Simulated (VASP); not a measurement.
Wanted: the native input for a VASP 6.6.1 run.

| Quantity | Value |
| --- | --- |
| Task | single point |
| Functional | PBEsol |
| Potentials or basis | VASP PAW PBE potentials, release 64 (C) |
| Cutoff | 520 eV |
| k mesh | 12 × 12 × 12 |
| Occupations | gaussian, width 0.05 eV |
| Spin | no spin polarisation |
| Dipole correction | no |
| Further INCAR settings | ALGO = Normal; EDIFF = 1e-06; NBANDS = 11 |

The structure of C lies in POSCAR:

```
C
1.0
    0.0000000000      1.8826768702      1.6002753396
    1.8826768702      0.0000000000      1.6002753396
    1.8826768702      1.8826768702      0.0000000000
C
2
Direct
    0.5000000000      0.5000000000      0.5000000000
    0.7500000000      0.7500000000      0.7500000000
```

This cell differs from its parent crystal: ratio of the length along z to the lengths across it x 0.85, volume and fractional coordinates fixed.

The input as run:

INCAR

```
SYSTEM = C
PREC = Accurate
ENCUT = 520
EDIFF = 1E-6
ISMEAR = 0
SIGMA = 0.05
LREAL = .False.
LASPH = .True.
NELM = 80
ALGO = Normal
ISIF = 2
LWAVE = .False.
LCHARG = .False.
GGA = PS
NBANDS = 11
```

KPOINTS

```
regular mesh
0
Gamma
  12 12 12
  0 0 0
```

Potentials or basis: VASP PAW PBE potentials, release 64 (C).

Command:

```console
$ cat potpaw_PBE.64/C/POTCAR > POTCAR
$ mpirun -np 1 vasp_std > vasp.out
```

It gave:

- Pressure: -3.5 GPa
- Band gap on the k mesh: 0.16 eV, indirect (least direct gap 3.12 eV)

Caveat: the PAW data sets were made with another functional, which shifts forces and pressure a little.

Wall time 6.1 s on 1 thread of Intel(R) Xeon(R) 6975P-C (Granite Rapids) (shared host), peak memory 0.12 GiB.
